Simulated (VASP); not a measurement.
# SiC (rocksalt type) (Fm-3m) in VASP: a series of runs

SiC (rocksalt type) is run at these levels: PBE; tasks: relaxation of cell and atoms.

All numbers are computed with VASP 6.6.1; they aren't measurements. Logs are shortened: lines on timing, memory, paths and dates and some standing lists are left out, and cuts for length are marked.

## (1) The cell of the first run

The structure is cubic, space group Fm-3m (No. 225). The conventional cell has a = 3.961 Å, b = 3.961 Å, c = 3.961 Å, α = 90.00°, β = 90.00°, γ = 90.00°. Within 2.6 Å of Si (site symmetry m-3m) lie 6 C at 1.98 Å. C (site symmetry m-3m) has 6 Si at 1.98 Å within 2.6 Å.

## (2) Relaxation of cell and atoms, PBE, target pressure 21 GPa, at which the enthalpy is minimised

The input, INCAR:

```
ALGO     = Normal         # electronic algorithm
EDIFF    = 1E-6           # SCF threshold, eV
EDIFFG   = -0.005         # ionic threshold
ENCUT    = 600            # plane-wave cutoff, eV
GGA      = PE             # functional
IBRION   = 2              # ionic algorithm
ISIF     = 3              # what is computed and relaxed
ISMEAR   = -1             # smearing method
LASPH    = T              # aspherical terms in the spheres
LCHARG   = F              # write CHGCAR
LREAL    = F              # projectors in reciprocal space
LWAVE    = F              # write WAVECAR
NELM     = 100            # most SCF steps
NSW      = 60             # ionic steps
PREC     = Accurate       # precision mode
PSTRESS  = 210.0        
SIGMA    = 0.1            # smearing width, eV
```

The input, KPOINTS:

```
k-points
0
Gamma
  16 16 16
```

The input, POSCAR:

```
SiC
1.0
    0.0000000000      1.9807423455      1.9807423455
    1.9807423455      0.0000000000      1.9807423455
    1.9807423455      1.9807423455      0.0000000000
Si C
1 1
Direct
    0.0000000000      0.0000000000      0.0000000000
    0.5000000000      0.5000000000      0.5000000000
```

Potentials or basis: VASP PAW PBE potentials, release 64 (Si, C).

Started as:

```sh
> cat potpaw_PBE.64/Si/POTCAR potpaw_PBE.64/C/POTCAR > POTCAR
> mpirun -np 1 vasp_std > vasp.out
```

OUTCAR:

```text
EDIFF = 1E-6
   EDIFFG = -0.005
   ENCUT = 600
   GGA = PE
   IBRION = 2
   ISIF = 3
   ISMEAR = -1
   LASPH = T
   LREAL = F
   NELM = 100
   NSW = 60
   PREC = Accurate
   PSTRESS = 210.0

 ion  position               nearest neighbor table
   1  0.000  0.000  0.000-   2 1.98   2 1.98   2 1.98   2 1.98   2 1.98   2 1.98
   2  0.500  0.500  0.500-   1 1.98   1 1.98   1 1.98   1 1.98   1 1.98   1 1.98

  LATTYP: Found a face centered cubic cell.
 ALAT       =     3.9614846910

  Lattice vectors:

 A1 = (   0.0000000000,   1.9807423455,   1.9807423455)
 A2 = (   1.9807423455,   0.0000000000,   1.9807423455)
 A3 = (   1.9807423455,   1.9807423455,   0.0000000000)

Analysis of symmetry for initial positions (statically):
=====================================================================
 Subroutine PRICEL returns:
 Original cell was already a primitive cell.

 Routine SETGRP: Setting up the symmetry group for a
 face centered cubic supercell.

 Subroutine GETGRP returns: Found 48 space group operations
 (whereof 48 operations were pure point group operations)
 out of a pool of 48 trial point group operations.

The static configuration has the point symmetry O_h .

Analysis of symmetry for dynamics (positions and initial velocities):
=====================================================================
 Subroutine PRICEL returns:
 Original cell was already a primitive cell.

 Routine SETGRP: Setting up the symmetry group for a
 face centered cubic supercell.

 Subroutine GETGRP returns: Found 48 space group operations
 (whereof 48 operations were pure point group operations)
 out of a pool of 48 trial point group operations.

The dynamic configuration has the point symmetry O_h .

 Subroutine INISYM returns: Found 48 space group operations
 (whereof 48 operations are pure point group operations),
 and found     1 'primitive' translations

----------------------------------------------------------------------------------------

                                     Primitive cell

  volume of cell :      15.5423

  direct lattice vectors                    reciprocal lattice vectors
     0.000000000  1.980742345  1.980742345    -0.252430611  0.252430611  0.252430611
     1.980742345  0.000000000  1.980742345     0.252430611 -0.252430611  0.252430611
     1.980742345  1.980742345  0.000000000     0.252430611  0.252430611 -0.252430611

  length of vectors
     2.801192689  2.801192689  2.801192689     0.437222643  0.437222643  0.437222643

  position of ions in fractional coordinates (direct lattice)
     0.000000000  0.000000000  0.000000000
     0.500000000  0.500000000  0.500000000

  ion indices of the primitive-cell ions
   primitive index   ion index
                 1           1
                 2           2

----------------------------------------------------------------------------------------

 KPOINTS: k-points

Automatic generation of k-mesh.
 Grid dimensions read from file:
 generate k-points for:   16   16   16

 Generating k-lattice:

  Cartesian coordinates                     Fractional coordinates (reciprocal lattice)
    -0.015776913  0.015776913  0.015776913     0.062500000  0.000000000  0.000000000
     0.015776913 -0.015776913  0.015776913     0.000000000  0.062500000  0.000000000
     0.015776913  0.015776913 -0.015776913     0.000000000  0.000000000  0.062500000

  Length of vectors
     0.027326415  0.027326415  0.027326415

  Shift w.r.t. Gamma in fractional coordinates (k-lattice)
     0.000000000  0.000000000  0.000000000

 Subroutine IBZKPT returns following result:
 ===========================================

 Found    145 irreducible k-points:

 Following reciprocal coordinates:
            Coordinates               Weight
  0.000000  0.000000  0.000000      1.000000
  0.062500  0.000000  0.000000      8.000000
  0.125000  0.000000  0.000000      8.000000
  0.187500  0.000000  0.000000      8.000000
  0.250000  0.000000  0.000000      8.000000
  0.312500  0.000000  0.000000      8.000000
[... 16 lines left out ...]
 -0.125000  0.062500  0.000000     24.000000
 -0.062500  0.062500  0.000000     12.000000
 [... further k-points ...]
   k-points           NKPTS =    145   k-points in BZ     NKDIM =    145   number of bands    NBANDS=      8
   number of dos      NEDOS =    301   number of ions     NIONS =      2
   total plane-waves  NPLWV =  13824
   dimension x,y,z NGX =    24 NGY =   24 NGZ =   24
   dimension x,y,z NGXF=    48 NGYF=   48 NGZF=   48
   ions per type =               1   1
   NGX,Y,Z   is equivalent  to a cutoff of  14.24, 14.24, 14.24 a.u.
   NGXF,Y,Z  is equivalent  to a cutoff of  28.49, 28.49, 28.49 a.u.
 SYSTEM =  unknown system
   PREC   = accura    normal or accurate (medium, high low for compatibility)
   ISTART =      0    job   : 0-new  1-cont  2-samecut
   ICHARG =      2    charge: 1-file 2-atom 10-const
   ISPIN  =      1    spin polarized calculation?
   LNONCOLLINEAR =      F non collinear calculations
   LSORBIT =      F    spin-orbit coupling
   LASPH  =      T    aspherical Exc in radial PAW
   ENCUT  =  600.0 eV  44.10 Ry    6.64 a.u.   5.59  5.59  5.59*2*pi/ulx,y,z
   NELM   =    100;   NELMIN=  2; NELMDL= -5     # of ELM steps
   EDIFF  = 0.1E-05   stopping-criterion for ELM
   LREAL  =      F    real-space projection
   EDIFFG = -.5E-02   stopping-criterion for IOM
   NSW    =     60    number of steps for IOM
   IBRION =      2    ionic relax: 0-MD 1-quasi-New 2-CG
   NFREE  =      1    steps in history (QN), initial steepest desc. (CG)
   ISIF   =      3    stress and relaxation
   ISYM   =      2    0-nonsym 1-usesym 2-fastsym
   POTIM  = 0.5000    time-step for ionic-motion
   TEBEG  =    0.0;   TEEND  =   0.0 temperature during run
   PSTRESS=  210.0 pullay stress
   NELECT =       8.0000    total number of electrons
   NUPDOWN=      -1.0000    fix difference up-down
   EMIN   =  10.00;   EMAX   =-10.00  energy-range for DOS
   EFERMI =   0.00;   METHOD = LEGACY
   ISMEAR =    -1;   SIGMA  =   0.10  broadening in eV -4-tet -1-fermi 0-gaus
   EFERMI_NEDOS =   21; number of points for ismear=-14 and -15
   IALGO  =     38    algorithm
   IMIX   =      4    mixing-type and parameters
     AMIX     =   0.40;   BMIX     =  1.00
     AMIX_MAG =   1.60;   BMIX_MAG =  1.00
  volume/ion in A,a.u.               =       7.77        52.44
  Fermi-wavevector in a.u.,A,eV,Ry     =   1.311999  2.479319 23.420272  1.721341
  Thomas-Fermi vector in A             =   2.442422
   LORBIT       =      0    0 simple, 1 ext, 2 COOP (PROOUT), +10 PAW based schemes
   GGA     = PE    functional components
   LHFCALC =     F    Hartree Fock is set to
   AEXX    =    0.0000 exact exchange contribution
   IVDW    =     0    specifies the selected vdW correction
   LEPSILON=     F    determine dielectric tensor
   LRPA    =     F    only Hartree local field effects (RPA)
 conjugate gradient relaxation of ions
 non-spin polarized calculation
  energy-cutoff  :      600.00
  volume of cell :       15.54
 maximum number of plane-waves:       534
   NGX = 11   NGY = 11   NGZ = 11

--------------------------------------- Ionic step        1  -------------------------------------------

 number of electron       8.0000000 magnetization

 Free energy of the ion-electron system (eV)
  ---------------------------------------------------
  ext. energy  EPLUGINS =         0.00000000
  ---------------------------------------------------
  free energy    TOTEN  =       -13.50998653 eV

  energy without entropy =      -13.50453807  energy(sigma->0) =      -13.50726230

------------------------ aborting loop because EDIFF is reached ----------------------------------------

  FORCE on cell =-STRESS in cart. coord.  units (eV):
  Direction    XX          YY          ZZ          XY          YZ          ZX
  --------------------------------------------------------------------------------------
  -------------------------------------------------------------------------------------
  Total        1.9938360      1.9938360      1.9938360      0.0000000     -0.0000000      0.0000000
  in kB      205.5351260    205.5351260    205.5351260      0.0000000     -0.0000000      0.0000000
  external PRESSURE =      -4.4648740 kB  Pullay stress =     210.0000000 kB
[... 61 lines left out ...]
  enthalpy is  TOTEN    =       -11.4728176661 eV   P V=        2.0307701140

--------------------------------------- Ionic step        3  -------------------------------------------

 number of electron       8.0000000 magnetization

 Free energy of the ion-electron system (eV)
  ---------------------------------------------------
  ext. energy  EPLUGINS =         0.00000000
  ---------------------------------------------------
  free energy    TOTEN  =       -13.50728264 eV

  energy without entropy =      -13.50190022  energy(sigma->0) =      -13.50459143

 E-fermi :  13.5155     XC(G=0): -13.0000

 val. band max:       13.5020835723   @ k =  -0.0625   0.0625   0.0000
 cond. band min:      13.7410247577   @ k =   0.4375   0.3750   0.0000
 fundamental gap:      0.2389411854
 Fermi energy:        13.5154976289

 k-point     1 :       0.0000    0.0000    0.0000
  band No.  band energies     occupation
      1      -5.8049      2.00000
      2      13.4644      1.25020
      3      13.4644      1.25020
      4      13.4644      1.25019
      5      22.1626      0.00000
      6      22.4213      0.00000
      7      22.4213      0.00000
      8      22.4213      0.00000
[... 243 lines left out ...]
 k-point    24 :      -0.0625    0.0625    0.0000
  band No.  band energies     occupation
      1      -5.5400      2.00000
      2      12.3457      1.99998
      3      12.8045      1.99837
      4      13.5021      1.06697
      5      21.9373      0.00000
      6      22.3718      0.00000
      7      22.7101      0.00000
      8      23.3814      0.00000

 [... further k-points ...]

------------------------ aborting loop because EDIFF is reached ----------------------------------------

  FORCE on cell =-STRESS in cart. coord.  units (eV):
  Direction    XX          YY          ZZ          XY          YZ          ZX
  --------------------------------------------------------------------------------------
  -------------------------------------------------------------------------------------
  Total        2.0343991      2.0343991      2.0343991     -0.0000000      0.0000000     -0.0000000
  in kB      209.9984338    209.9984338    209.9984338     -0.0000000      0.0000000     -0.0000000
  external PRESSURE =      -0.0015662 kB  Pullay stress =     210.0000000 kB
[... 17 lines left out ...]
  FREE ENERGIE OF THE ION-ELECTRON SYSTEM (eV)
  ---------------------------------------------------
  free  energy   TOTEN  =       -13.5072826406 eV

  energy  without entropy=      -13.5019002235  energy(sigma->0) =      -13.50459143

  enthalpy is  TOTEN    =       -11.4728684026 eV   P V=        2.0344142380

 reached required accuracy - stopping structural energy minimisation
```

Wall time 39 s (1 thread of Intel Xeon 8259CL, shared host); peak memory 0.15 GiB.

Results:

| Item | Value |
| --- | --- |
| Free energy | -13.5073 eV |
| Relaxed volume | 7.76 Å³/atom |
| Relaxed cell | a = 2.800 Å, b = 2.800 Å, c = 2.800 Å, α = 60.00°, β = 60.00°, γ = 60.00° |
| Space group after relaxing (to 0.1 Å) | Fm-3m (No. 225) |
| Energy change on relaxing (the run minimises the enthalpy) | +1.4 meV/atom |
| Ionic steps | 3 |
| Pressure after relaxing | 21.0 GPa |
| Band gap on the k mesh | zero (bands 4 and 5 overlap by 0.53 eV) |

The path:
| step | energy change (eV) | largest force (eV/Å) | pressure (GPa) | volume (Å³) |
| --- | --- | --- | --- | --- |
| 1 | 0.0000 | 0.0000 | 20.55 | 15.54 |
| 2 | 0.0064 | 0.0000 | 21.60 | 15.49 |
| 3 | 0.0027 | 0.0000 | 21.00 | 15.52 |

Final structure:
```yaml
crystal:
  lattice:
    - [0.00000, 1.97986, 1.97986]
    - [1.97986, 0.00000, 1.97986]
    - [1.97986, 1.97986, 0.00000]
  atoms:
    - { symbol: Si, position: [0.00000, 0.00000, 0.00000] }
    - { symbol: C, position: [0.50000, 0.50000, 0.50000] }
```

Levels at points of the mesh, in eV from the Fermi level:
| k point | band 1 | band 2 | band 3 | band 4 | band 5 | band 6 | band 7 | band 8 |
| --- | --- | --- | --- | --- | --- | --- | --- | --- |
| (0.00, 0.00, 0.00) | -19.32 | -0.05 | -0.05 | -0.05 | 8.65 | 8.91 | 8.91 | 8.91 |
| (0.50, 0.00, 0.00) | -13.87 | -12.14 | -1.28 | -1.28 | 5.51 | 5.51 | 6.29 | 10.32 |
| (0.50, 0.50, 0.00) | -11.92 | -10.48 | -4.63 | -4.63 | -0.54 | 2.16 | 15.77 | 15.78 |

Caveat: the cell is relaxed towards a set pressure, so the run minimises the enthalpy, not the energy; semilocal functionals underestimate gaps, so a narrow gap can read as zero.

## (3) Relaxation of cell and atoms, PBE, target pressure 21 GPa, at which the enthalpy is minimised

The input, INCAR:

```
  ALGO = Normal
  EDIFF = 1E-6
  EDIFFG = -0.005
  ENCUT = 600
  GGA = PE
  IBRION = 2
  ISIF = 3
  ISMEAR = -1
  LASPH = T
  LCHARG = F
  LREAL = F
  LWAVE = F
  NELM = 80
  NSW = 32
  PREC = Accurate
  PSTRESS = 210.0
  SIGMA = 0.1
```

KPOINTS is that of step 2.

The input, POSCAR:

```
SiC
1.0
    0.0000000000      1.9800149615      1.9800149615
    1.9800149615      0.0000000000      1.9800149615
    1.9800149615      1.9800149615      0.0000000000
Si C
1 1
Direct
    0.0000000000      0.0000000000      0.0000000000
    0.5000000000      0.5000000000      0.5000000000
```

Potentials or basis: VASP PAW PBE potentials, release 64 (Si, C).

Started as:

```sh
> cat potpaw_PBE.64/Si/POTCAR potpaw_PBE.64/C/POTCAR > POTCAR
> mpirun -np 1 vasp_std > vasp.out
```

It took 26 s on 1 thread of Intel Xeon 8259CL, shared host; peak memory 0.15 GiB.

Results (log left out):

```
Free energy             : -13.5077 eV
Pressure after relaxing : 20.9 GPa
Band gap on the k mesh  : zero (bands 4 and 5 overlap by 0.53 eV)
```

Final structure:
```
Si C
1.0
     0.00000    1.98001    1.98001
     1.98001    0.00000    1.98001
     1.98001    1.98001    0.00000
Si C
1 1
Direct
  0.00000 0.00000 0.00000
  0.50000 0.50000 0.50000
```

Levels at points of the mesh, in eV from the Fermi level:
```tsv
k point	band 2	band 3	band 4	band 5	band 6	band 7
(0.00, 0.00, 0.00)	-0.05	-0.05	-0.05	8.64	8.91	8.91
(0.50, 0.00, 0.00)	-12.14	-1.28	-1.28	5.51	5.51	6.28
(0.50, 0.50, 0.00)	-10.48	-4.63	-4.63	-0.54	2.17	15.77
```

Caveat: the relaxation stopped at its first step, so nothing moved; the cell is relaxed towards a set pressure, so the run minimises the enthalpy, not the energy; semilocal functionals underestimate gaps, so a narrow gap can read as zero.
